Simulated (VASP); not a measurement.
Write the native input for VASP 6.6.1 that does the following.

| Property | Result |
| --- | --- |
| Task | single point |
| Functional | r2SCAN |
| Potentials or basis | VASP PAW PBE potentials, release 64 (Co) |
| Cutoff | 520 eV |
| k mesh | 6 × 6 × 6 |
| Occupations | gaussian, width 0.1 eV |
| Spin | collinear spin, ferromagnetic start |
| Starting moments | [3.0, 3.0] μB |
| Dipole correction | no |
| Further INCAR settings | ALGO = Normal; EDIFF = 1e-07; NBANDS = 20 |

Co:

```
Co
1.0
     0.00000    3.07242    3.07242
     3.07242    0.00000    3.07242
     3.07242    3.07242    0.00000
Co
2
Direct
  0.00000 0.00000 0.00000
  0.25000 0.25000 0.25000
```

These files were run (other wordings do the same):

POSCAR

```
Co
1.0
    0.0000000000      3.0724175604      3.0724175604
    3.0724175604      0.0000000000      3.0724175604
    3.0724175604      3.0724175604      0.0000000000
Co
2
Direct
    0.0000000000      0.0000000000      0.0000000000
    0.2500000000      0.2500000000      0.2500000000
```

INCAR.step1

```
SYSTEM = Co
ALGO     = Normal         ! electronic algorithm
EDIFF    = 1E-4           ! SCF threshold, eV
ENCUT    = 520            ! plane-wave cutoff, eV
GGA      = PE             ! functional
ISMEAR   = 0              ! smearing method
ISPIN    = 2              ! spin polarisation
LASPH    = .TRUE.         ! aspherical terms in the spheres
LCHARG   = .FALSE.        ! write CHGCAR
LMAXMIX  = 4              ! l up to which the mixer works
LREAL    = .FALSE.        ! projectors in reciprocal space
LWAVE    = .TRUE.         ! write WAVECAR
MAGMOM   = 3 3            ! initial moments
NBANDS   = 20             ! bands
NELM     = 150            ! most SCF steps
PREC     = Accurate       ! precision mode
SIGMA    = 0.1            ! smearing width, eV
```

INCAR.step2

```
SYSTEM = Co
ALGO     = Normal         ! electronic algorithm
EDIFF    = 1E-7           ! SCF threshold, eV
ENCUT    = 520            ! plane-wave cutoff, eV
ISIF     = 2              ! what is computed and relaxed
ISMEAR   = 0              ! smearing method
ISPIN    = 2              ! spin polarisation
ISTART   = 1            
LASPH    = .TRUE.         ! aspherical terms in the spheres
LCHARG   = .FALSE.        ! write CHGCAR
LMAXMIX  = 4              ! l up to which the mixer works
LMIXTAU  = .TRUE.       
LORBIT   = 11             ! projections on sites
LREAL    = .FALSE.        ! projectors in reciprocal space
LWAVE    = .FALSE.        ! write WAVECAR
MAGMOM   = 3 3            ! initial moments
METAGGA  = R2SCAN         ! meta-GGA
NBANDS   = 20             ! bands
NELM     = 150            ! most SCF steps
PREC     = Accurate       ! precision mode
SIGMA    = 0.1            ! smearing width, eV
```

KPOINTS

```
k-points
0
G
  6 6 6
  0 0 0
```

Potentials or basis: VASP PAW PBE potentials, release 64 (Co).

The run is started by

```sh
$ cat potpaw_PBE.64/Co/POTCAR > POTCAR
$ cp INCAR.step1 INCAR
$ mpirun -np 1 vasp_std > vasp.out
$ cp INCAR.step2 INCAR
$ mpirun -np 1 vasp_std > vasp.out
```

It gave:

| Quantity | Value |
| --- | --- |
| Pressure | -16.0 GPa |
| Net moment | 4.06 μB per cell |
| Site moments | Co +2.18 μB |
| Valence electrons inside the program's atomic spheres | Co 7.70 |

Caveat: the PAW data sets were made with another functional, which shifts forces and pressure a little.

It took 100 s on 1 thread of Intel Xeon 6975P-C, with other jobs on the host, peak memory 0.23 GiB.
